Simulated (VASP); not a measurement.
Input of a VASP 6.6.1 run:

INCAR

```
PREC = Accurate ; ENCUT = 520
EDIFF = 1E-6 ; ISMEAR = -1
SIGMA = 0.1 ; LREAL = False
LASPH = True ; NELM = 100
ALGO = Normal ; ISIF = 2
LWAVE = False ; LCHARG = True
GGA = PE ; LELF = True
LVHAR = True ; NBANDS = 15
```

File KPOINTS:

```
regular mesh
0
Gamma
  24 24 13
```

File POSCAR:

```
Fe
1.0
    2.5563172800      0.0000000000      0.0000000000
   -1.2781586400      2.2138357046      0.0000000000
    0.0000000000      0.0000000000      4.0424353989
Fe
2
Direct
    0.3333333333      0.6666666667      0.2500000000
    0.6666666667      0.3333333333      0.7500000000
```

Potentials or basis: VASP PAW PBE potentials, release 64 (Fe).

The run is started by

```bash
$ cat potpaw_PBE.64/Fe/POTCAR > POTCAR
$ mpirun -np 1 vasp_std > vasp.out
```

Task: Predict the band gap on the k mesh.

Result: Zero (bands 8 and 9 overlap by 1.58 eV).

Task: Predict the pressure.

Result: -25.2 GPa.

Stress tensor (GPa, compression positive):
```
-24.88   0.00   0.00
  0.00 -24.88   0.00
  0.00   0.00 -25.87
```

Caveat: the cell stands under tension; the run has no spin polarisation, though such a crystal can be magnetic. Spin polarisation is off, so any magnetic state and its effect on volume and gap are missing.
